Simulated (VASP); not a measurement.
Ir: electric field gradients with PBE

The system is Ir.

```xyz
1
Lattice="0.0000 1.8621 1.9197 1.8621 0.0000 1.9197 1.8621 1.8621 0.0000" Properties=species:S:1:pos:R:3 pbc="T T T"
Ir    0.0000    0.0000    0.0000
```

This cell differs from its parent crystal: equal xx and yy strain of -3 %.

| Property | Result |
| --- | --- |
| Program | VASP 6.6.1 |
| Task | electric field gradients |
| Functional | PBE |
| Potentials or basis | VASP PAW PBE potentials, release 64 (Ir) |
| Cutoff | 520 eV |
| k mesh | 15 × 15 × 15 |
| Occupations | fermi-dirac, width 0.05 eV |
| Spin | no spin polarisation |
| Dipole correction | no |
| Further INCAR settings | ALGO = Normal; EDIFF = 1e-08; NBANDS = 10 |

The pressure is 38.0 GPa.

Stress tensor (GPa, compression positive):
```
42.76  0.00  0.00
 0.00 42.76  0.00
 0.00  0.00 28.38
```

Levels at points of the mesh, in eV from the Fermi level:
```
           k point  band 2  band 3  band 4  band 5  band 6  band 7
(0.00, 0.00, 0.00)   -4.61   -4.17   -4.17   -1.67   -1.07   14.14
```

Electric field gradients, principal values (V/Å²):
| atom | least | middle | greatest (by size) |
| --- | --- | --- | --- |
| 1 Ir | -11.856 | -11.857 | 23.713 |

It took 23 s on 1 thread of Intel Xeon 6975P-C, on a shared host, peak memory 0.16 GiB.

Caveat: the cell differs from its parent crystal (equal xx and yy strain of -3 %); without QUAD_EFG the Cq values of the log hold for a quadrupole moment of 1 mb, not for the nuclei; spin-orbit coupling is left out, which moves the levels of the heavy elements.
